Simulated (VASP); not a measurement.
# Be: electric field gradients with PBEsol

Crystal: Be.

```
Be
1.0
    -1.25728    1.25728    1.25728
     1.25728   -1.25728    1.25728
     1.25728    1.25728   -1.25728
Be
1
Direct
  0.00000 0.00000 0.00000
```

This cell differs from its parent crystal: volume scaled by 1.01.

```json
{
  "Program": "VASP 6.6.1",
  "Task": "electric field gradients",
  "Functional": "PBEsol",
  "Potentials or basis": "VASP PAW PBE potentials, release 64 (Be)",
  "Cutoff": "520 eV",
  "k mesh": "23 × 23 × 23",
  "Occupations": "fermi-dirac, width 0.03 eV",
  "Spin": "no spin polarisation",
  "Dipole correction": "no",
  "Further INCAR settings": "ALGO = Normal; EDIFF = 1e-08; NBANDS = 7"
}
```

| Item | Value |
| --- | --- |
| Pressure | -2.8 GPa |
| Band gap on the k mesh | zero (band 1 reaches 11.32 eV, above the bottom of band 2 at 6.51 eV) |

Levels at points of the mesh, in eV from the Fermi level:
```
           k point  band 1  band 2  band 3  band 4  band 5  band 6
(0.00, 0.00, 0.00)  -12.20   19.16   19.16   19.16   30.48   30.48
```

Wall time 27 s on 1 thread of AMD EPYC 7R13, with other jobs on the host, peak memory 0.09 GiB.

Caveat: without QUAD_EFG the Cq values of the log hold for a quadrupole moment of 1 mb, not for the nuclei; the PAW data sets were made with another functional, which shifts forces and pressure a little.
